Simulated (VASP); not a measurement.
Here is a VASP 6.6.1 calculation.

File INCAR:

```
ALGO = Normal
EDIFF = 1E-7
ENCUT = 520
GGA = PS
ISIF = 2
ISMEAR = -1
LASPH = True
LCHARG = False
LREAL = False
LWAVE = False
NBANDS = 17
NELM = 100
PREC = Accurate
SIGMA = 0.08
```

File KPOINTS:

```
k-points
0
Gamma
  11 11 6
```

POSCAR

```
Ca
1.0
    3.3805052036      0.0000000000      0.0000000000
   -1.6902526018      2.9276033839      0.0000000000
    0.0000000000      0.0000000000      5.6058553620
Ca
2
Direct
    0.3333333333      0.6666666667      0.2500000000
    0.6666666667      0.3333333333      0.7500000000
```

Potentials or basis: VASP PAW PBE potentials, release 64 (Ca_sv).

Command:

```sh
$ cat potpaw_PBE.64/Ca_sv/POTCAR > POTCAR
$ mpirun -np 1 vasp_std > vasp.out
```

Question: What does it give for the band gap on the k mesh?

Answer: Zero (bands 10 and 11 overlap by 0.25 eV).

Question: Predict the pressure.

Answer: 12.2 GPa.

Stress tensor (GPa, compression positive):
```
12.10  0.00  0.00
 0.00 12.10  0.00
 0.00  0.00 12.26
```

Caveat: the cell stands under pressure; the PAW data sets were made with another functional, which shifts forces and pressure a little.
